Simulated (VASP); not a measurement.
Runs of VASP 6.6.1 on SrO. The structure is cubic, space group Fm-3m (No. 225). Conventional cell: a = 5.160 Å, b = 5.160 Å, c = 5.160 Å, α = 90.00°, β = 90.00°, γ = 90.00°. Sr (site symmetry m-3m) has 6 O at 2.58 Å within 3.4 Å. Within 3.4 Å of O (site symmetry m-3m) lie 6 Sr at 2.58 Å. 

```csv
level,k mesh,smearing,grid for exact exchange (PRECFOCK),share of exact exchange,screening parameter,gap on the mesh (eV),pressure (GPa)
PBE-based global hybrid,4 × 4 × 4,gaussian 0.01 eV,Normal,0.05,-,3.70,1.9
r2SCAN,6 × 6 × 6,methfessel-paxton 0.05 eV,-,-,-,3.75,(b)
r2SCAN,2 × 2 × 2,gaussian 0.01 eV,-,-,-,(a),(c)
PBE-based screened hybrid,4 × 4 × 4,gaussian 0.01 eV,Normal,0.05,0.1 1/Å,3.63,1.9
PBE-based screened hybrid,4 × 4 × 4,gaussian 0.01 eV,Normal,0.3,0.3 1/Å,4.75,-0.1
```

Alike in all rows: task single point; potentials or basis VASP PAW PBE potentials, release 64 (Sr_sv, O); no spin polarisation; cell as given; cutoff (eV) 520.

Q: Fill in the values left out.

A: (a) 3.54; (b) 0.5; (c) 1.0.

Caveats: some runs use coarse meshes; the PAW data sets were made with another functional, which shifts forces and pressure a little.

A k mesh can miss the band edges, and the runs leave out spin-orbit coupling on Sr.
